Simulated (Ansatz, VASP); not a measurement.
**Si16B in VASP and in Ansatz**

```xyz
17
Lattice="0.0000 5.4300 5.4300 5.4300 0.0000 5.4300 5.4300 5.4300 0.0000" Properties=species:S:1:pos:R:3 pbc="T T T"
Si    0.0386    0.0041    0.0398
Si    1.3722    1.3639    1.3753
Si    2.7042    2.6954   -0.0122
Si    4.0652    4.0310    1.3196
Si    2.7059   -0.0126    2.7081
Si    4.0588    1.3415    4.0594
Si    5.4701    2.7528    2.7243
Si    6.8039    4.0847    4.0867
Si   -0.0151    2.6959    2.7072
Si    1.3183    4.0313    4.0672
Si    2.7287    5.4417    2.7306
Si    4.0818    6.7935    4.0844
Si    2.7216    2.7517    5.4703
Si    4.0829    4.0834    6.8058
Si    5.4137    5.4148    5.4170
Si    6.7478    6.7769    6.7492
B     6.1057    8.8160    6.1115
```

Alike in both runs: functional PBE; k mesh 2 × 2 × 2; occupations gaussian, width 0.02 eV; collinear spin.

Ansatz relaxed the structure, and its values are those at the end. VASP's run is a single point on that final structure, the one shown.

|  | VASP | Ansatz |
| --- | --- | --- |
| version | VASP 6.6.1 | Ansatz 0.2.0 |
| potentials or method | VASP PAW PBE potentials, release 64 (Si, B), cutoff 520 eV | scalar-relativistic, plane waves, PAW |
| valence electrons in the cell | 67 | 67 |

```tsv
	VASP	Ansatz	Ansatz less VASP
rms of the force components (eV/Å)	0.006	0.005	-0.0013
net moment per atom (μB)	0.04	0.04	0.000
size of the moment on the site where the two differ most (μB)	0.09	0.10	+0.009
```

Site moments also hang on the region over which each program counts them.

The k mesh is coarse, so the values compare programs but aren't converged.
